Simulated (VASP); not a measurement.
Li3BH6:

```xyz
10
Lattice="-2.9155 2.9645 3.0079 2.9155 -2.9645 3.0079 2.9155 2.9645 -3.0079" Properties=species:S:1:pos:R:3 pbc="T T T"
Li    0.0000    0.0000    0.0000
Li    0.0000    1.2856    3.0079
Li    2.9155    1.6789    0.0000
B     0.0000    2.9645    0.0000
H     0.0000    3.9198    1.2536
H     2.9155    0.9553    1.7543
H     2.9155   -0.9553    1.7543
H     0.0000    2.0092    1.2536
H     1.0479    0.0000    3.0079
H     1.8676    2.9645    0.0000
```

| Quantity | Value |
| --- | --- |
| Program | VASP 6.6.1 |
| Task | relaxation of cell and atoms |
| Functional | PBE |
| Potentials or basis | VASP PAW PBE potentials, release 64 (Li_sv, B, H) |
| Cutoff | 600 eV |
| k mesh | 4 × 4 × 4 |
| Occupations | gaussian, width 0.1 eV |
| Spin | no spin polarisation |

At the start: pressure -7.4 GPa; volume 10.40 Å³/atom.

Q: How do energy, volume and symmetry change on relaxing?

A: Over 17 steps the energy falls by 215.6 meV/atom and the volume is 8.19 Å³/atom (-21.2 %); space group Immm (No. 71, to 0.05 Å).

Step by step:
```
step  energy change (eV)  largest force (eV/Å)  pressure (GPa)  volume (Å³)
   1              0.0000                1.8285           -7.38       103.99
   2             -1.0930                1.2769           -5.38        96.90
   3             -1.6959                0.7162           -0.36        87.90
   4             -1.8202                0.3852           -0.92        86.92
   5             -1.9083                0.3445           -1.50        84.85
   6             -1.9748                0.1129            0.06        82.36
   7             -1.9887                0.1384            1.28        80.78
   8             -2.0454                0.1774            0.98        80.93
   9             -2.0878                0.3371            1.00        81.02
  10             -2.0975                0.2776            0.85        81.04
  11             -2.1319                0.1526           -0.38        82.50
  12             -2.1342                0.2149           -0.75        83.00
  13             -2.1414                0.2759            0.34        82.55
  14             -2.1457                0.0759           -0.10        82.71
  15             -2.1505                0.0524           -0.07        82.49
  16             -2.1546                0.0539           -0.01        82.02
  17             -2.1564                0.0291            0.02        81.91
```

Final structure:
```
Li B H
1.0
    -2.64441    2.78060    2.78493
     2.64441   -2.78060    2.78493
     2.64441    2.78060   -2.78493
Li B H
3 1 6
Direct
  0.00000 0.00000 0.00000
  0.72369 0.50000 0.22369
  0.27631 0.50000 0.77631
  0.50000 0.00000 0.50000
  0.89818 0.19020 0.70799
  0.51779 0.80980 0.70799
  0.10182 0.80980 0.29201
  0.48221 0.19020 0.29201
  0.50000 0.75937 0.25937
  0.50000 0.24063 0.74063
```

Caveat: the cutoff is under 1.25 times the usual one of these potentials, so pressure, stress and relaxed cells hold a basis-set (Pulay) error; the volume moved by over 15 % at a fixed basis, so the end points are rough.
